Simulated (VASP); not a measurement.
**CuO: single point with PBEsol+U**

CuO:

```xyz
2
Lattice="2.5526 0.0000 0.0000 0.0000 2.5526 0.0000 0.0000 0.0000 2.5526" Properties=species:S:1:pos:R:3 pbc="T T T"
Cu    0.0000    0.0000    0.0000
O     1.2763    1.2763    1.2763
```

* Program: VASP 6.6.1
* Task: single point
* Functional: PBEsol
* Potentials or basis: VASP PAW PBE potentials, release 64 (Cu_sv_GW, O_h)
* Cutoff: 1340 eV
* k mesh: 7 × 7 × 7
* Occupations: gaussian, width 0.05 eV
* Spin: collinear spin, ferromagnetic start
* Starting moments: [0.4, 0.63] μB
* Hubbard terms: Cu d U = 4.0 eV
* Dipole correction: no
* Further INCAR settings: ALGO = Normal; EDIFF = 1e-06; NBANDS = 24

```
Pressure                                              : 9.8 GPa
Band gap on the k mesh                                : zero (filled and empty bands overlap)
Net moment                                            : 1.00 μB per cell
Site moments                                          : Cu +0.45; O +0.39 μB
Valence electrons inside the program's atomic spheres : Cu 17.52; O 3.29
```

Levels at points of the mesh, in eV from the Fermi level:
Spin up:
| k point | band 9 | band 10 | band 11 | band 12 | band 13 | band 14 | band 15 | band 16 | band 17 | band 18 |
| --- | --- | --- | --- | --- | --- | --- | --- | --- | --- | --- |
| (0.00, 0.00, 0.00) | -2.74 | -2.74 | -2.44 | -2.44 | -2.44 | 1.44 | 16.02 | 16.02 | 21.14 | 21.14 |
Spin down:
```tsv
k point	band 10	band 11	band 12	band 13	band 14	band 15
(0.00, 0.00, 0.00)	-1.51	-1.49	-1.49	-1.49	1.75	16.10
```

Eigenvalues of the final occupation matrices:
| site | spin | trace | eigenvalues |
| --- | --- | --- | --- |
| site 1 d | 1 | 4.76 | 0.93 0.93 0.96 0.96 0.96 |
| site 1 d | 2 | 4.28 | 0.81 0.81 0.81 0.93 0.93 |

Run time: 36 s on 1 thread of Intel(R) Xeon(R) 6975P-C (Granite Rapids), on a shared host, peak memory 0.24 GiB.

Caveat: the cell stands under pressure; the PAW data sets were made with another functional, which shifts forces and pressure a little; a cell with one magnetic atom can't hold antiferromagnetic order, which such compounds often take. The state reached can hang on the start; a lower one may exist.
